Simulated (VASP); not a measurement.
Here is a VASP 6.6.1 calculation.

INCAR

```
SYSTEM = BiBrO
ALGO = Normal ; EDIFF = 1E-6
ENCUT = 520 ; ISIF = 2
ISMEAR = 0 ; LASPH = .True.
LCHARG = .False. ; LREAL = .False.
LWAVE = .False. ; NBANDS = 37
NELM = 80 ; PREC = Accurate
SIGMA = 0.05
```

File KPOINTS:

```
k-points
0
Gamma
  8 8 4
  0 0 0
```

Contents of POSCAR:

```
BiBrO
1.0
    3.8179000000      0.0000000000      0.0000000000
    0.0000000000      3.8179000000      0.0000000000
    0.0000000000      0.0000000000      8.0182000000
Bi Br O
2 2 2
Direct
    0.0000000000      0.5000000000      0.1575579020
    0.5000000000      0.0000000000      0.8424420980
    0.0000000000      0.5000000000      0.6517216503
    0.5000000000      0.0000000000      0.3482783497
    0.0000000000      0.0000000000      0.0000000000
    0.5000000000      0.5000000000      0.0000000000
```

Potentials or basis: VASP PAW LDA potentials, release 64 (Bi_d, Br, O).

Launch:

```bash
$ cat potpaw_LDA.64/Bi_d/POTCAR potpaw_LDA.64/Br/POTCAR potpaw_LDA.64/O/POTCAR > POTCAR
$ mpirun -np 1 vasp_std > vasp.out
```

Task: Predict the pressure.

Result: 2.6 GPa.

Task: Predict the band gap on the k mesh.

Result: 2.13 eV (least direct gap 2.43 eV).

Stress tensor (GPa, compression positive):
```
3.47 0.00 0.00
0.00 3.47 0.00
0.00 0.00 0.93
```

Caveat: spin-orbit coupling is left out, which moves the levels of the heavy elements. Expect the measured gap to be larger: semilocal functionals such as LDA lack the derivative discontinuity.
